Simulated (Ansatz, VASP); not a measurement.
# AlAs in VASP and in Ansatz

```
Al As
1.0
     0.00000    2.81438    2.81438
     2.81438    0.00000    2.81438
     2.81438    2.81438    0.00000
Al As
1 1
Direct
  0.00000 0.00000 0.00000
  0.25000 0.25000 0.25000
```

Alike in both runs: functional LDA; k mesh 8 × 8 × 8; occupations gaussian, width 0.02 eV; no spin polarisation.

Ansatz relaxed the structure, and its values are those at the end. VASP's run is a single point on that final structure, the one shown.

|  | VASP | Ansatz |
| --- | --- | --- |
| version | VASP 6.6.1 | Ansatz 0.2.0 |
| potentials or method | VASP PAW LDA potentials, release 64 (Al, As), cutoff 500 eV | scalar-relativistic, plane waves, PAW |
| valence electrons in the cell | 8 | 18 |

```tsv
	VASP	Ansatz	Ansatz less VASP
gap on the k mesh at the Fermi level (eV)	1.31	1.32	+0.014
least direct gap on the mesh (eV)	2.02	1.98	-0.034
pressure (GPa)	0.4	0.0	-0.36
```

Ansatz warns that its potentials were made for another functional, while VASP's fit it. LDA's correlation is that of Perdew and Zunger in VASP and of Perdew and Wang (1992) in Ansatz. VASP's potentials hold 8 valence electrons a cell and Ansatz's 18, so a difference there can come from the potentials and not from the codes.
